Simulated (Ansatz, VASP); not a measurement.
## One calculation of SnO3, two programs

```
Sn O
1.0
     3.41997    0.00000    0.00000
     0.00000    3.41997    0.00000
     0.00000    0.00000    3.41997
Sn O
1 3
Direct
  0.00000 0.00000 0.00000
  0.00000 0.50000 0.50000
  0.50000 0.00000 0.50000
  0.50000 0.50000 0.00000
```

Change from the starting cell: species swapped into the NiPt3 type (Pm-3m, No. 221).

Alike in both runs: functional PBE; k mesh 5 × 5 × 5; occupations gaussian, width 0.2 eV; no spin polarisation.

Ansatz relaxed the structure, and its values are those at the end. VASP's run is a single point on that final structure, the one shown.

|  | VASP | Ansatz |
| --- | --- | --- |
| version | VASP 6.6.1 | Ansatz 0.2.0 |
| potentials or method | VASP PAW PBE potentials, release 64 (Sn_d, O), cutoff 600 eV | scalar-relativistic, plane waves, PAW |
| valence electrons in the cell | 32 | 32 |

```tsv
	VASP	Ansatz	Ansatz less VASP
gap on the k mesh at the Fermi level (eV)	none	none	-
pressure (GPa)	0.0	0.0	-0.02
```

A gap of «none» marks a metal or a gap that the smearing closes.

The k mesh is coarse, so the values compare programs but aren't converged.
